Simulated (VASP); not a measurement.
# CdS (Hawleyite) (F-43m) in VASP: a series of runs, part 2 of 2

VASP 6.6.1. Earlier steps stand in the parts before.

**3. Single point, LDA**

INCAR

```
SYSTEM = CdS
PREC = Accurate
ENCUT = 520
EDIFF = 1E-7
ISMEAR = 0
SIGMA = 0.02
LREAL = .FALSE.
LASPH = .TRUE.
NELM = 80
ALGO = Normal
ISIF = 2
LWAVE = .FALSE.
LCHARG = .FALSE.
GGA = CA
NBANDS = 16
```

KPOINTS

```
regular mesh
0
G
  8 8 8
  0 0 0
```

POSCAR

```
CdS
1.0
    0.0000000000      2.9122812283      2.9122812283
    2.9122812283      0.0000000000      2.9122812283
    2.9122812283      2.9122812283      0.0000000000
Cd S
1 1
Direct
    0.0000000000      0.0000000000      0.0000000000
    0.2500000000      0.2500000000      0.2500000000
```

Potentials or basis: VASP PAW LDA potentials, release 64 (Cd, S).

On the command line:

```console
> cat potpaw_LDA.64/Cd/POTCAR potpaw_LDA.64/S/POTCAR > POTCAR
> mpirun -np 1 vasp_std > vasp.out
```

OUTCAR:

```text
SYSTEM = CdS
   PREC = Accurate
   ENCUT = 520
   EDIFF = 1E-7
   ISMEAR = 0
   LREAL = .FALSE.
   LASPH = .TRUE.
   NELM = 80
   ISIF = 2
   GGA = CA

 ion  position               nearest neighbor table
   1  0.000  0.000  0.000-   2 2.52   2 2.52   2 2.52   2 2.52
   2  0.250  0.250  0.250-   1 2.52   1 2.52   1 2.52   1 2.52

  LATTYP: Found a face centered cubic cell.
 ALAT       =     5.8245624566

  Lattice vectors:

 A1 = (   0.0000000000,   2.9122812283,   2.9122812283)
 A2 = (   2.9122812283,   0.0000000000,   2.9122812283)
 A3 = (   2.9122812283,   2.9122812283,   0.0000000000)

Analysis of symmetry for initial positions (statically):
[... 5 lines left out ...]
 face centered cubic supercell.

 Subroutine GETGRP returns: Found 24 space group operations
 (whereof 24 operations were pure point group operations)
 out of a pool of 48 trial point group operations.

The static configuration has the point symmetry T_d .

Analysis of symmetry for dynamics (positions and initial velocities):
[... 5 lines left out ...]
 face centered cubic supercell.

 Subroutine GETGRP returns: Found 24 space group operations
 (whereof 24 operations were pure point group operations)
 out of a pool of 48 trial point group operations.

The dynamic configuration has the point symmetry T_d .

 Subroutine INISYM returns: Found 24 space group operations
 (whereof 24 operations are pure point group operations),
 and found     1 'primitive' translations

----------------------------------------------------------------------------------------

                                     Primitive cell

  volume of cell :      49.4003

  direct lattice vectors                    reciprocal lattice vectors
     0.000000000  2.912281228  2.912281228    -0.171686716  0.171686716  0.171686716
     2.912281228  0.000000000  2.912281228     0.171686716 -0.171686716  0.171686716
     2.912281228  2.912281228  0.000000000     0.171686716  0.171686716 -0.171686716

  length of vectors
     4.118587611  4.118587611  4.118587611     0.297370115  0.297370115  0.297370115

  position of ions in fractional coordinates (direct lattice)
     0.000000000  0.000000000  0.000000000
     0.250000000  0.250000000  0.250000000

  ion indices of the primitive-cell ions
   primitive index   ion index
                 1           1
                 2           2

----------------------------------------------------------------------------------------

 KPOINTS: regular mesh

Automatic generation of k-mesh.
 Grid dimensions read from file:
 generate k-points for:    8    8    8

 Generating k-lattice:

  Cartesian coordinates                     Fractional coordinates (reciprocal lattice)
    -0.021460839  0.021460839  0.021460839     0.125000000  0.000000000  0.000000000
     0.021460839 -0.021460839  0.021460839     0.000000000  0.125000000  0.000000000
     0.021460839  0.021460839 -0.021460839     0.000000000  0.000000000  0.125000000

  Length of vectors
     0.037171264  0.037171264  0.037171264

  Shift w.r.t. Gamma in fractional coordinates (k-lattice)
     0.000000000  0.000000000  0.000000000

 Subroutine IBZKPT returns following result:
 ===========================================

 Found     29 irreducible k-points:

 Following reciprocal coordinates:
            Coordinates               Weight
  0.000000  0.000000  0.000000      1.000000
  0.125000  0.000000  0.000000      8.000000
  0.250000  0.000000  0.000000      8.000000
  0.375000  0.000000  0.000000      8.000000
  0.500000  0.000000  0.000000      4.000000
  0.125000  0.125000  0.000000      6.000000
[... 16 lines left out ...]
  0.500000  0.250000  0.125000     48.000000
 -0.375000  0.250000  0.125000     24.000000
 [... further k-points ...]
   k-points           NKPTS =     29   k-points in BZ     NKDIM =     29   number of bands    NBANDS=     16
   number of dos      NEDOS =    301   number of ions     NIONS =      2
   total plane-waves  NPLWV =  32768
   dimension x,y,z NGX =    32 NGY =   32 NGZ =   32
   dimension x,y,z NGXF=    64 NGYF=   64 NGZF=   64
   ions per type =               1   1
   NGX,Y,Z   is equivalent  to a cutoff of  12.92, 12.92, 12.92 a.u.
   NGXF,Y,Z  is equivalent  to a cutoff of  25.83, 25.83, 25.83 a.u.
 SYSTEM =  CdS
   PREC   = accura    normal or accurate (medium, high low for compatibility)
   ISTART =      0    job   : 0-new  1-cont  2-samecut
   ICHARG =      2    charge: 1-file 2-atom 10-const
   ISPIN  =      1    spin polarized calculation?
   LNONCOLLINEAR =      F non collinear calculations
   LSORBIT =      F    spin-orbit coupling
   LASPH  =      T    aspherical Exc in radial PAW
   ENCUT  =  520.0 eV  38.22 Ry    6.18 a.u.   7.66  7.66  7.66*2*pi/ulx,y,z
   NELM   =     80;   NELMIN=  2; NELMDL= -5     # of ELM steps
   EDIFF  = 0.1E-06   stopping-criterion for ELM
   LREAL  =      F    real-space projection
   EDIFFG = 0.1E-05   stopping-criterion for IOM
   NSW    =      0    number of steps for IOM
   IBRION =     -1    ionic relax: 0-MD 1-quasi-New 2-CG
   NFREE  =      0    steps in history (QN), initial steepest desc. (CG)
   ISIF   =      2    stress and relaxation
   ISYM   =      2    0-nonsym 1-usesym 2-fastsym
   POTIM  = 0.5000    time-step for ionic-motion
   TEBEG  =    0.0;   TEEND  =   0.0 temperature during run
   PSTRESS=    0.0 pullay stress
   NELECT =      18.0000    total number of electrons
   NUPDOWN=      -1.0000    fix difference up-down
   EMIN   =  10.00;   EMAX   =-10.00  energy-range for DOS
   EFERMI =   0.00;   METHOD = LEGACY
   ISMEAR =     0;   SIGMA  =   0.02  broadening in eV -4-tet -1-fermi 0-gaus
   EFERMI_NEDOS =   21; number of points for ismear=-14 and -15
   IALGO  =     38    algorithm
   IMIX   =      4    mixing-type and parameters
     AMIX     =   0.40;   BMIX     =  1.00
     AMIX_MAG =   1.60;   BMIX_MAG =  1.00
  volume/ion in A,a.u.               =      24.70       166.68
  Fermi-wavevector in a.u.,A,eV,Ry     =   1.169290  2.209638 18.602428  1.367240
  Thomas-Fermi vector in A             =   2.305765
   LORBIT       =      0    0 simple, 1 ext, 2 COOP (PROOUT), +10 PAW based schemes
   GGA     = CA    functional components
   LHFCALC =     F    Hartree Fock is set to
   AEXX    =    0.0000 exact exchange contribution
   IVDW    =     0    specifies the selected vdW correction
   LEPSILON=     F    determine dielectric tensor
   LRPA    =     F    only Hartree local field effects (RPA)
 non-spin polarized calculation
 Gauss-broadening in eV      SIGMA  =   0.02
  energy-cutoff  :      520.00
  volume of cell :       49.40
 maximum number of plane-waves:      1363
   NGX = 15   NGY = 15   NGZ = 15

 number of electron      18.0000004 magnetization

 Free energy of the ion-electron system (eV)
  ---------------------------------------------------
  ext. energy  EPLUGINS =         0.00000000
  ---------------------------------------------------
  free energy    TOTEN  =        -7.40026469 eV

  energy without entropy =       -7.40026469  energy(sigma->0) =       -7.40026469

 E-fermi :   1.3136     XC(G=0):  -9.6058

 val. band max:        1.1651018145   @ k =   0.0000   0.0000   0.0000
 cond. band min:       2.0667093332   @ k =   0.0000   0.0000   0.0000
 fundamental gap:      0.9016075187
 Fermi energy:         1.3136291309

 k-point     1 :       0.0000    0.0000    0.0000
  band No.  band energies     occupation
      1     -11.2180      2.00000
      2      -6.6290      2.00000
      3      -6.6290      2.00000
      4      -6.6290      2.00000
      5      -6.1383      2.00000
      6      -6.1383      2.00000
[... 8 lines left out ...]
     15      12.6144      0.00000
     16      12.6144      0.00000

 k-point     2 :       0.1250    0.0000    0.0000
  band No.  band energies     occupation
      1     -11.1528      2.00000
      2      -6.6060      2.00000
      3      -6.6060      2.00000
      4      -6.5768      2.00000
      5      -6.1395      2.00000
      6      -6.1395      2.00000
[... 8 lines left out ...]
     15      11.9556      0.00000
     16      12.8542      0.00000

 k-point     3 :       0.2500    0.0000    0.0000
  band No.  band energies     occupation
      1     -10.9944      2.00000
      2      -6.5563      2.00000
      3      -6.5563      2.00000
      4      -6.3853      2.00000
      5      -6.1344      2.00000
      6      -6.1344      2.00000
[... 8 lines left out ...]
     15      11.7013      0.00000
     16      12.1854      0.00000
[... 362 lines left out ...]
 k-point    23 :       0.5000    0.2500    0.1250
  band No.  band energies     occupation
      1     -10.7536      2.00000
      2      -6.4683      2.00000
      3      -6.4405      2.00000
      4      -6.2100      2.00000
      5      -6.1045      2.00000
      6      -5.8437      2.00000
[... 8 lines left out ...]
     15      13.8176      0.00000
     16      14.1876      0.00000

 k-point    24 :      -0.3750    0.2500    0.1250
  band No.  band energies     occupation
      1     -10.7029      2.00000
      2      -6.4640      2.00000
      3      -6.4230      2.00000
      4      -6.1677      2.00000
      5      -6.1115      2.00000
      6      -5.6301      2.00000
[... 8 lines left out ...]
     15      13.3021      0.00000
     16      14.2590      0.00000

 [... further k-points ...]
[... 5 lines left out ...]
  --------------------------------------------------------------------------------------
  -------------------------------------------------------------------------------------
  Total       -0.5345836     -0.5345836     -0.5345836      0.0000000     -0.0000000     -0.0000000
  in kB      -17.3378923    -17.3378923    -17.3378923      0.0000000     -0.0000000     -0.0000000
  external PRESSURE =     -17.3378923 kB  Pullay stress =       0.0000000 kB

 VOLUME and BASIS-vectors are now :
 -----------------------------------------------------------------------------
  energy-cutoff  :      520.00
  volume of cell :       49.40
      direct lattice vectors                 reciprocal lattice vectors
     0.000000000  2.912281228  2.912281228    -0.171686716  0.171686716  0.171686716
     2.912281228  0.000000000  2.912281228     0.171686716 -0.171686716  0.171686716
     2.912281228  2.912281228  0.000000000     0.171686716  0.171686716 -0.171686716

 POSITION                                       TOTAL-FORCE (eV/Angst)
 -----------------------------------------------------------------------------------
      0.00000      0.00000      0.00000         0.000000     -0.000000      0.000000
      1.45614      1.45614      1.45614        -0.000000      0.000000     -0.000000
 -----------------------------------------------------------------------------------
    total drift:                                0.000000      0.000000      0.000000

  FREE ENERGIE OF THE ION-ELECTRON SYSTEM (eV)
  ---------------------------------------------------
  free  energy   TOTEN  =        -7.4002646870 eV

  energy  without entropy=       -7.4002646870  energy(sigma->0) =       -7.40026469
```

OSZICAR:

```text
N       E                     dE             d eps       ncg     rms          rms(c)
DAV:   1     0.107443561693E+03    0.10744E+03   -0.90048E+03   952   0.102E+03
DAV:   2    -0.380726818289E+01   -0.11125E+03   -0.10515E+03  1152   0.256E+02
DAV:   3    -0.789037787557E+01   -0.40831E+01   -0.40770E+01  1152   0.504E+01
DAV:   4    -0.791512615055E+01   -0.24748E-01   -0.24747E-01  1192   0.389E+00
DAV:   5    -0.791547046606E+01   -0.34432E-03   -0.34431E-03  1104   0.427E-01    0.816E+00
DAV:   6    -0.743190909392E+01    0.48356E+00   -0.77719E-01  1416   0.117E+01    0.648E+00
DAV:   7    -0.740595748291E+01    0.25952E-01   -0.15103E-01  1168   0.280E+00    0.304E+00
DAV:   8    -0.740067691681E+01    0.52806E-02   -0.16228E-02  1080   0.157E+00    0.230E-01
DAV:   9    -0.740026326242E+01    0.41365E-03   -0.17831E-03  1248   0.649E-01    0.527E-02
DAV:  10    -0.740025802567E+01    0.52368E-05   -0.15576E-04  1072   0.148E-01    0.566E-02
DAV:  11    -0.740026999144E+01   -0.11966E-04   -0.43250E-05  1144   0.622E-02    0.165E-02
DAV:  12    -0.740026454734E+01    0.54441E-05   -0.16699E-05  1424   0.536E-02    0.654E-03
DAV:  13    -0.740026472162E+01   -0.17429E-06   -0.15344E-06  1032   0.812E-03    0.659E-03
DAV:  14    -0.740026468698E+01    0.34642E-07   -0.52784E-08   800   0.145E-03
   1 F= -.74002647E+01 E0= -.74002647E+01  d E =-.738798E-28
```

stdout:

```text
POSCAR found type information on POSCAR CdS
 POSCAR found :  2 types and       2 ions
 scaLAPACK will be used
 LDA part: xc-table for (Slater(with rela. corr.)+CA(PZ))
 , standard interpolation
 POSCAR, INCAR and KPOINTS ok, starting setup
 FFT: planning ... GRIDC
 FFT: planning ... GRID_SOFT
 FFT: planning ... GRID
 WAVECAR not read
 entering main loop
```

Run time: 21 s. Hardware: 1 thread of Intel Xeon 8259CL, shared host; peak memory 0.16 GiB.

What came out:

```
Free energy            : -7.4003 eV
Pressure               : -1.7 GPa
Band gap on the k mesh : 0.90 eV, direct
```

**4. Single point, PBE0**

POSCAR is that of step 3.

INCAR.step1

```
ALGO = Normal
EDIFF = 1E-5
ENCUT = 520
GGA = PE
ISIF = 2
ISMEAR = 0
LASPH = True
LCHARG = False
LREAL = False
LWAVE = True
NBANDS = 16
NELM = 60
PREC = Accurate
SIGMA = 0.01
```

INCAR.step2

```
AEXX = 0.25
ALGO = Normal
EDIFF = 1E-6
ENCUT = 520
GGA = PE
ISIF = 2
ISMEAR = 0
ISTART = 1
LASPH = True
LCHARG = False
LHFCALC = True
LREAL = False
LWAVE = False
NBANDS = 16
NELM = 60
PREC = Accurate
PRECFOCK = Normal
SIGMA = 0.01
```

KPOINTS

```
k-points
0
Gamma
  6 6 6
```

Potentials or basis: VASP PAW PBE potentials, release 64 (Cd, S).

On the command line:

```console
> cat potpaw_PBE.64/Cd/POTCAR potpaw_PBE.64/S/POTCAR > POTCAR
> cp INCAR.step1 INCAR
> mpirun -np 1 vasp_std > vasp.out
> cp INCAR.step2 INCAR
> mpirun -np 1 vasp_std > vasp.out
```

Wall time 33 min (1 thread of Intel Xeon Platinum 8259CL at 2.50GHz (Skylake/Cascade Lake), shared host); peak memory 0.2 GiB.

Results (log left out):

| Item | Value |
| --- | --- |
| Free energy | -8.1757 eV |
| Pressure | 2.1 GPa |
| Band gap on the k mesh | 2.84 eV, direct |

Levels at points of the mesh, in eV from the valence-band top:
```tsv
k point	band 5	band 6	band 7	band 8	band 9	band 10	band 11	band 12	band 13	band 14
(0.00, 0.00, 0.00)	-8.43	-8.43	0.00	0.00	0.00	2.84	8.44	8.44	8.44	13.51
(0.50, 0.00, 0.00)	-8.39	-8.01	-4.79	-0.83	-0.83	4.82	8.89	8.89	9.42	13.06
(0.50, 0.50, 0.00)	-8.34	-7.92	-4.30	-2.06	-2.06	5.13	6.20	11.31	13.06	13.06
```

Caveat: the PAW data sets were made with another functional, which shifts forces and pressure a little.

**5. Overview**

| level | potentials or basis | k mesh | smearing | grid for exact exchange (PRECFOCK) | gap on the mesh (eV) | pressure (GPa) |
| --- | --- | --- | --- | --- | --- | --- |
| PBEsol | VASP PAW PBE potentials, release 64 (Cd, S) | 8 × 8 × 8 | gaussian 0.02 eV | - | 1.02 | 0.4 |
| LDA | VASP PAW LDA potentials, release 64 (Cd, S) | 8 × 8 × 8 | gaussian 0.02 eV | - | 0.90 | -1.7 |
| PBE0 | VASP PAW PBE potentials, release 64 (Cd, S) | 6 × 6 × 6 | gaussian 0.01 eV | Normal | 2.84 | 2.1 |

Alike in all rows: task single point; no spin polarisation; cell as given; cutoff (eV) 520.

Caveats: the PAW data sets were made with another functional, which shifts forces and pressure a little (some runs).

Total energies depend on the potentials used, so only differences within one code and one set of settings carry meaning.
